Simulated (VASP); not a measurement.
A run of VASP 6.6.1 is set up as follows.

File INCAR:

```
SYSTEM = Na
  ALGO = Fast
  EDIFF = 1E-7
  ENCUT = 520
  GGA = PE
  ISIF = 2
  ISMEAR = 0
  LASPH = .TRUE.
  LCHARG = .TRUE.
  LELF = .TRUE.
  LREAL = .FALSE.
  LVHAR = .TRUE.
  LWAVE = .FALSE.
  NBANDS = 10
  NELM = 100
  PREC = Accurate
  SIGMA = 0.15
```

File KPOINTS:

```
k-points
0
G
  18 18 18
  0 0 0
```

POSCAR

```
Na
1.0
   -2.0088326752      2.1189056985      2.1189056985
    2.1189056985     -2.0088326752      2.1189056985
    2.1189056985      2.1189056985     -2.0088326752
Na
1
Direct
    0.0000000000      0.0000000000      0.0000000000
```

Potentials or basis: VASP PAW PBE potentials, release 64 (Na_pv).

Launch:

```sh
$ cat potpaw_PBE.64/Na_pv/POTCAR > POTCAR
$ mpirun -np 1 vasp_std > vasp.out
```

(1) Estimate the pressure.

Results:

(1) -0.2 GPa.
